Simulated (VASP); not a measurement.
# Si (I4_1/amd) in VASP: notebook

Runs on Si. Level: PBE. Tasks: relaxation of the atoms.

All numbers are computed with VASP 6.6.1; they aren't measurements. Logs are shortened: lines on timing, memory, paths and dates and some standing lists are left out, and cuts for length are marked.

**1. The cell of the first run**

Symmetry: I4_1/amd, No. 141, tetragonal system. The conventional cell has a = 3.840 Å, b = 3.840 Å, c = 5.539 Å, α = 90.00°, β = 90.00°, γ = 90.00°. Si (site symmetry -4m2) has 4 Si at 2.37 Å within 3.1 Å.

**2. Relaxation of the atoms, PBE (z stretched by +2 %)**

INCAR reads:

```
PREC = Accurate ; ENCUT = 450
EDIFF = 1E-7 ; ISMEAR = -1
SIGMA = 0.02 ; LREAL = False
LASPH = True ; NELM = 120
ALGO = Normal ; ISIF = 2
LWAVE = False ; LCHARG = False
GGA = PE ; IBRION = 2
NSW = 80 ; EDIFFG = -0.02
GGA_COMPAT = False ; NELMIN = 4
```

KPOINTS reads:

```
regular mesh
0
Gamma
  14 14 14
```

POSCAR reads:

```
Si
1.0
    0.0000000000      2.7153500000      2.7696570000
    2.7153500000      0.0000000000      2.7696570000
    2.7153500000      2.7153500000      0.0000000000
Si
2
Direct
    0.0000000000      0.0000000000      0.0000000000
    0.2500000000      0.2500000000      0.2500000000
```

Potentials or basis: VASP PAW PBE potentials, release 64 (Si).

The run is started by

```console
$ cat potpaw_PBE.64/Si/POTCAR > POTCAR
$ mpirun -np 1 vasp_std > vasp.out
```

OUTCAR:

```text
PREC = Accurate
   ENCUT = 450
   EDIFF = 1E-7
   ISMEAR = -1
   LREAL = False
   LASPH = True
   NELM = 120
   ISIF = 2
   GGA = PE
   IBRION = 2
   NSW = 80
   EDIFFG = -0.02
   NELMIN = 4

 ion  position               nearest neighbor table
   1  0.000  0.000  0.000-   2 2.37   2 2.37   2 2.37   2 2.37
   2  0.250  0.250  0.250-   1 2.37   1 2.37   1 2.37   1 2.37

  LATTYP: Found a body centered tetragonal cell.
 ALAT       =     3.8400847966
 C/A-ratio  =     1.4424978336

  Lattice vectors:

 A1 = (  -2.7153500000,   0.0000000000,   2.7696570000)
 A2 = (   2.7153500000,   0.0000000000,   2.7696570000)
 A3 = (   0.0000000000,   2.7153500000,  -2.7696570000)

Analysis of symmetry for initial positions (statically):
=====================================================================
 Subroutine PRICEL returns:
 Original cell was already a primitive cell.

 Routine SETGRP: Setting up the symmetry group for a
 body centered tetragonal supercell.

 Subroutine GETGRP returns: Found 16 space group operations
 (whereof  8 operations were pure point group operations)
 out of a pool of 16 trial point group operations.

The static configuration has the point symmetry D_2d.
 The point group associated with its full space group is D_4h.

Analysis of symmetry for dynamics (positions and initial velocities):
=====================================================================
 Subroutine PRICEL returns:
 Original cell was already a primitive cell.

 Routine SETGRP: Setting up the symmetry group for a
 body centered tetragonal supercell.

 Subroutine GETGRP returns: Found 16 space group operations
 (whereof  8 operations were pure point group operations)
 out of a pool of 16 trial point group operations.

The dynamic configuration has the point symmetry D_2d.
 The point group associated with its full space group is D_4h.

 Subroutine INISYM returns: Found 16 space group operations
 (whereof  8 operations are pure point group operations),
 and found     1 'primitive' translations

----------------------------------------------------------------------------------------

                                     Primitive cell

  volume of cell :      40.8421

  direct lattice vectors                    reciprocal lattice vectors
     0.000000000  2.715350000  2.769657000    -0.184138325  0.184138325  0.180527769
     2.715350000  0.000000000  2.769657000     0.184138325 -0.184138325  0.180527769
     2.715350000  2.715350000  0.000000000     0.184138325  0.184138325 -0.180527769

  length of vectors
     3.878675743  3.878675743  3.840084797     0.316866093  0.316866093  0.316866093

  position of ions in fractional coordinates (direct lattice)
     0.000000000  0.000000000  0.000000000
     0.250000000  0.250000000  0.250000000

  ion indices of the primitive-cell ions
   primitive index   ion index
                 1           1
                 2           2

----------------------------------------------------------------------------------------

 KPOINTS: regular mesh

Automatic generation of k-mesh.
 Grid dimensions read from file:
 generate k-points for:   14   14   14

 Generating k-lattice:

  Cartesian coordinates                     Fractional coordinates (reciprocal lattice)
    -0.013152737  0.013152737  0.012894841     0.071428571  0.000000000  0.000000000
     0.013152737 -0.013152737  0.012894841     0.000000000  0.071428571  0.000000000
     0.013152737  0.013152737 -0.012894841    -0.000000000 -0.000000000  0.071428571

  Length of vectors
     0.022633292  0.022633292  0.022633292

  Shift w.r.t. Gamma in fractional coordinates (k-lattice)
     0.000000000  0.000000000  0.000000000

 Subroutine IBZKPT returns following result:
 ===========================================

 Found    244 irreducible k-points:

 Following reciprocal coordinates:
            Coordinates               Weight
  0.000000  0.000000  0.000000      1.000000
  0.071429  0.000000  0.000000      8.000000
  0.142857  0.000000  0.000000      8.000000
  0.214286  0.000000  0.000000      8.000000
  0.285714  0.000000  0.000000      8.000000
  0.357143  0.000000  0.000000      8.000000
[... 16 lines left out ...]
  0.214286  0.142857  0.000000      8.000000
  0.285714  0.142857  0.000000      8.000000
 [... further k-points ...]
   k-points           NKPTS =    244   k-points in BZ     NKDIM =    244   number of bands    NBANDS=      8
   number of dos      NEDOS =    301   number of ions     NIONS =      2
   total plane-waves  NPLWV =  21952
   dimension x,y,z NGX =    28 NGY =   28 NGZ =   28
   dimension x,y,z NGXF=    56 NGYF=   56 NGZF=   56
   ions per type =               2
   NGX,Y,Z   is equivalent  to a cutoff of  12.00, 12.00, 12.12 a.u.
   NGXF,Y,Z  is equivalent  to a cutoff of  24.00, 24.00, 24.24 a.u.
 SYSTEM =  unknown system
   PREC   = accura    normal or accurate (medium, high low for compatibility)
   ISTART =      0    job   : 0-new  1-cont  2-samecut
   ICHARG =      2    charge: 1-file 2-atom 10-const
   ISPIN  =      1    spin polarized calculation?
   LNONCOLLINEAR =      F non collinear calculations
   LSORBIT =      F    spin-orbit coupling
   LASPH  =      T    aspherical Exc in radial PAW
   ENCUT  =  450.0 eV  33.07 Ry    5.75 a.u.   6.71  6.71  6.64*2*pi/ulx,y,z
   NELM   =    120;   NELMIN=  4; NELMDL= -5     # of ELM steps
   EDIFF  = 0.1E-06   stopping-criterion for ELM
   LREAL  =      F    real-space projection
   EDIFFG = -.2E-01   stopping-criterion for IOM
   NSW    =     80    number of steps for IOM
   IBRION =      2    ionic relax: 0-MD 1-quasi-New 2-CG
   NFREE  =      1    steps in history (QN), initial steepest desc. (CG)
   ISIF   =      2    stress and relaxation
   ISYM   =      2    0-nonsym 1-usesym 2-fastsym
   POTIM  = 0.5000    time-step for ionic-motion
   TEBEG  =    0.0;   TEEND  =   0.0 temperature during run
   PSTRESS=    0.0 pullay stress
   NELECT =       8.0000    total number of electrons
   NUPDOWN=      -1.0000    fix difference up-down
   EMIN   =  10.00;   EMAX   =-10.00  energy-range for DOS
   EFERMI =   0.00;   METHOD = LEGACY
   ISMEAR =    -1;   SIGMA  =   0.02  broadening in eV -4-tet -1-fermi 0-gaus
   EFERMI_NEDOS =   21; number of points for ismear=-14 and -15
   IALGO  =     38    algorithm
   IMIX   =      4    mixing-type and parameters
     AMIX     =   0.40;   BMIX     =  1.00
     AMIX_MAG =   1.60;   BMIX_MAG =  1.00
  volume/ion in A,a.u.               =      20.42       137.81
  Fermi-wavevector in a.u.,A,eV,Ry     =   0.950756  1.796668 12.298802  0.903936
  Thomas-Fermi vector in A             =   2.079162
   LORBIT       =      0    0 simple, 1 ext, 2 COOP (PROOUT), +10 PAW based schemes
   GGA     = PE    functional components
   LHFCALC =     F    Hartree Fock is set to
   AEXX    =    0.0000 exact exchange contribution
   IVDW    =     0    specifies the selected vdW correction
   LEPSILON=     F    determine dielectric tensor
   LRPA    =     F    only Hartree local field effects (RPA)
 conjugate gradient relaxation of ions
 non-spin polarized calculation
  energy-cutoff  :      450.00
  volume of cell :       40.84
 maximum number of plane-waves:       909
   NGX = 13   NGY = 13   NGZ = 13

 number of electron       8.0000000 magnetization

 Free energy of the ion-electron system (eV)
  ---------------------------------------------------
  ext. energy  EPLUGINS =         0.00000000
  ---------------------------------------------------
  free energy    TOTEN  =       -10.84663239 eV

  energy without entropy =      -10.84663239  energy(sigma->0) =      -10.84663239

 E-fermi :   5.9215     XC(G=0):  -9.3323

 val. band max:        5.6751054435   @ k =   0.0000   0.0000   0.0000
 cond. band min:       6.1806716348   @ k =   0.4286   0.0000   0.4286
 fundamental gap:      0.5055661913
 Fermi energy:         5.9214699766

 k-point     1 :       0.0000    0.0000    0.0000
  band No.  band energies     occupation
      1      -6.1946      2.00000
      2       5.5334      2.00000
      3       5.6751      1.99999
      4       5.6751      1.99999
      5       8.1627      0.00000
      6       8.1627      0.00000
      7       8.2351      0.00000
      8       8.7687      0.00000

 k-point     2 :       0.0714    0.0000    0.0000
  band No.  band energies     occupation
      1      -6.1288      2.00000
      2       4.9556      2.00000
      3       5.4780      2.00000
      4       5.5721      2.00000
      5       8.2049      0.00000
      6       8.3195      0.00000
      7       8.3765      0.00000
      8       9.2947      0.00000

 k-point     3 :       0.1429    0.0000    0.0000
  band No.  band energies     occupation
      1      -5.9330      2.00000
      2       3.7063      2.00000
      3       5.2215      2.00000
      4       5.3359      2.00000
      5       8.0028      0.00000
      6       8.6825      0.00000
      7       8.7177      0.00000
      8      10.4829      0.00000

 k-point     4 :       0.2143    0.0000    0.0000
  band No.  band energies     occupation
      1      -5.6124      2.00000
      2       2.3821      2.00000
      3       4.9397      2.00000
      4       5.0748      2.00000
      5       7.7193      0.00000
      6       9.0238      0.00000
      7       9.0345      0.00000
      8      11.7613      0.00000

 k-point     5 :       0.2857    0.0000    0.0000
  band No.  band energies     occupation
      1      -5.1797      2.00000
      2       1.1229      2.00000
      3       4.6925      2.00000
      4       4.8478      2.00000
      5       7.4560      0.00000
      6       9.1207      0.00000
      7       9.1940      0.00000
      8      12.9107      0.00000

 k-point     6 :       0.3571    0.0000    0.0000
  band No.  band energies     occupation
      1      -4.6661      2.00000
      2       0.0019      2.00000
      3       4.5068      2.00000
      4       4.6790      2.00000
      5       7.2528      0.00000
      6       9.0535      0.00000
      7       9.1672      0.00000
      8      13.4754      0.00000

 k-point     7 :       0.4286    0.0000    0.0000
  band No.  band energies     occupation
      1      -4.1608      2.00000
      2      -0.8735      2.00000
      3       4.3930      2.00000
      4       4.5765      2.00000
      5       7.1265      0.00000
      6       8.9587      0.00000
      7       9.0877      0.00000
      8      13.3938      0.00000
[... 133 lines left out ...]
 k-point    20 :      -0.1429    0.0714    0.0000
  band No.  band energies     occupation
      1      -5.7778      2.00000
      2       3.2099      2.00000
      3       4.4784      2.00000
      4       5.4363      2.00000
      5       8.2770      0.00000
      6       8.6324      0.00000
      7       8.9523      0.00000
      8      10.9183      0.00000

 k-point    21 :      -0.0714    0.0714    0.0000
  band No.  band energies     occupation
      1      -6.0176      2.00000
      2       4.3684      2.00000
      3       4.9046      2.00000
      4       5.6004      2.00000
      5       8.3456      0.00000
      6       8.4222      0.00000
      7       8.5126      0.00000
      8       9.9914      0.00000

 k-point    22 :       0.1429    0.1429    0.0000
  band No.  band energies     occupation
      1      -5.8523      2.00000
      2       3.8941      2.00000
      3       4.7370      2.00000
      4       4.7370      2.00000
      5       7.5944      0.00000
      6       9.5393      0.00000
      7       9.5393      0.00000
      8       9.9260      0.00000

 k-point    23 :       0.2143    0.1429    0.0000
  band No.  band energies     occupation
      1      -5.6183      2.00000
      2       3.0024      2.00000
      3       4.4374      2.00000
      4       4.4417      2.00000
      5       7.5858      0.00000
      6       9.5141      0.00000
      7      10.0453      0.00000
      8      10.1429      0.00000

 k-point    24 :       0.2857    0.1429    0.0000
  band No.  band energies     occupation
      1      -5.2627      2.00000
      2       1.8816      2.00000
      3       4.0595      2.00000
      4       4.2181      2.00000
      5       7.7972      0.00000
      6       9.4515      0.00000
      7      10.1411      0.00000
      8      10.3594      0.00000

 [... further k-points ...]

------------------------ aborting loop because EDIFF is reached ----------------------------------------

  FORCE on cell =-STRESS in cart. coord.  units (eV):
  Direction    XX          YY          ZZ          XY          YZ          ZX
  --------------------------------------------------------------------------------------
  -------------------------------------------------------------------------------------
  Total        0.1887587      0.1887587     -0.3137696      0.0000000     -0.0000000      0.0000000
  in kB        7.4047419      7.4047419    -12.3087459      0.0000000     -0.0000000      0.0000000
  external PRESSURE =       0.8335793 kB  Pullay stress =       0.0000000 kB

 VOLUME and BASIS-vectors are now :
 -----------------------------------------------------------------------------
  energy-cutoff  :      450.00
  volume of cell :       40.84
      direct lattice vectors                 reciprocal lattice vectors
     0.000000000  2.715350000  2.769657000    -0.184138325  0.184138325  0.180527769
     2.715350000  0.000000000  2.769657000     0.184138325 -0.184138325  0.180527769
     2.715350000  2.715350000  0.000000000     0.184138325  0.184138325 -0.180527769

 POSITION                                       TOTAL-FORCE (eV/Angst)
 -----------------------------------------------------------------------------------
      0.00000      0.00000      0.00000        -0.000000     -0.000000     -0.000000
      1.35767      1.35767      1.38483         0.000000      0.000000      0.000000
 -----------------------------------------------------------------------------------
    total drift:                                0.000000      0.000000     -0.000000

  FREE ENERGIE OF THE ION-ELECTRON SYSTEM (eV)
  ---------------------------------------------------
  free  energy   TOTEN  =       -10.8466323926 eV

  energy  without entropy=      -10.8466323887  energy(sigma->0) =      -10.84663239

 reached required accuracy - stopping structural energy minimisation
```

Run time: 79 s. Hardware: 1 thread of Oxide Virtual Turin-like, shared host; peak memory 0.15 GiB.

What came out:

| Property | Result |
| --- | --- |
| Free energy | -10.8466 eV |
| Pressure after relaxing | 0.1 GPa |
| Band gap on the k mesh | 0.51 eV (least direct gap 2.49 eV) |

Stress tensor (GPa, compression positive):
```
 0.74  0.00  0.00
 0.00  0.74  0.00
 0.00  0.00 -1.23
```

Final structure:
```cif
data_structure
_symmetry_space_group_name_H-M 'P 1'
_symmetry_Int_Tables_number 1
_cell_length_a 3.8787
_cell_length_b 3.8787
_cell_length_c 3.8401
_cell_angle_alpha 60.329
_cell_angle_beta 60.329
_cell_angle_gamma 59.343
_cell_volume 40.84
loop_
_atom_site_label
_atom_site_type_symbol
_atom_site_fract_x
_atom_site_fract_y
_atom_site_fract_z
_atom_site_occupancy
Si1 Si 0.00000 0.00000 0.00000 1
Si2 Si 0.25000 0.25000 0.25000 1
```

Levels at points of the mesh, in eV from the valence-band top:
| k point | band 1 | band 2 | band 3 | band 4 | band 5 | band 6 | band 7 | band 8 |
| --- | --- | --- | --- | --- | --- | --- | --- | --- |
| (0.00, 0.00, 0.00) | -11.87 | -0.14 | 0.00 | 0.00 | 2.49 | 2.49 | 2.56 | 3.09 |
| (0.50, 0.00, 0.00) | -9.59 | -6.92 | -1.32 | -1.13 | 1.41 | 3.24 | 3.38 | 7.66 |
| (0.50, 0.50, 0.00) | -7.87 | -7.87 | -2.74 | -2.74 | 0.81 | 0.81 | 9.91 | 9.91 |
| (0.50, 0.00, 0.50) | -7.76 | -7.76 | -2.89 | -2.89 | 0.65 | 0.65 | 9.83 | 9.83 |

Caveat: the cell differs from its parent crystal (z stretched by +2 %). A k mesh can miss the band edges.

(Part 1 of 2 ends here.)
